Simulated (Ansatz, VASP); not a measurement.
Ag in VASP and in Ansatz

INCAR

```
SYSTEM = Ag
PREC = Accurate ; ENCUT = 600
EDIFF = 1E-6 ; ISMEAR = 0
SIGMA = 0.1 ; LREAL = .False.
LASPH = .True. ; NELM = 80
ALGO = Normal ; ISIF = 3
LWAVE = .False. ; LCHARG = .False.
IBRION = 2 ; NSW = 100
EDIFFG = -0.002
```

File KPOINTS:

```
regular mesh
0
Gamma
  16 16 16
  0 0 0
```

File POSCAR:

```
Ag
1.0
    0.0000000000      2.0046159245      2.0046159245
    2.0046159245      0.0000000000      2.0046159245
    2.0046159245      2.0046159245      0.0000000000
Ag
1
Direct
    0.0000000000      0.0000000000      0.0000000000
```

Input for Ansatz:

```yaml
crystal:
  lattice:
    - [0.0, 2.004615925, 2.004615925]
    - [2.004615925, 0.0, 2.004615925]
    - [2.004615925, 2.004615925, 0.0]
  atoms:
    - { symbol: Ag, position: [0.0, 0.0, 0.0] }
basis:
  ecutwfc: 420
kpoints:
  mp_grid: { grid: [16, 16, 16] }
hamiltonian:
  xc: lda
  pseudopotentials: { kind: paw, azcp: { folder: soft_1 } }
scf:
  occupations: { method: gaussian, width: 0.1 }
output:
  forces: true
  stress: true
  eigenvalues: true
  write_density: true
  write_potential: true
  elf: true
  volumetric_format: npy
relax:
  adjacent_minimum: "off"
  f_tol: 0.002
  max_steps: 80
  cell: { stress_tol: 0.02 }
```

Alike in both runs: task relaxation of cell and atoms; functional LDA; k mesh 16 × 16 × 16; occupations gaussian, width 0.1 eV; no spin polarisation.

```csv
,VASP,Ansatz
version,VASP 6.6.1,Ansatz 0.2.0
potentials or method,"VASP PAW LDA potentials, release 64 (Ag), cutoff 600 eV","scalar-relativistic, plane waves, PAW"
valence electrons in the cell,11,19
```

|  | VASP | Ansatz | Ansatz less VASP |
| --- | --- | --- | --- |
| gap on the k mesh at the Fermi level, each at its own relaxed structure (eV) | none | none | - |
| relaxed volume (Å³/atom) | 16.03 | 16.02 | -0.011 |
| relaxed cell length with the largest relative difference (Å) | 2.830 | 2.830 | -0.0006 |

Ansatz warns that its potentials were made for another functional, while VASP's fit it. LDA's correlation is that of Perdew and Zunger in VASP and of Perdew and Wang (1992) in Ansatz. A gap of «none» marks a metal or a gap that the smearing closes. VASP's potentials hold 11 valence electrons a cell and Ansatz's 19, so a difference there can come from the potentials and not from the codes.
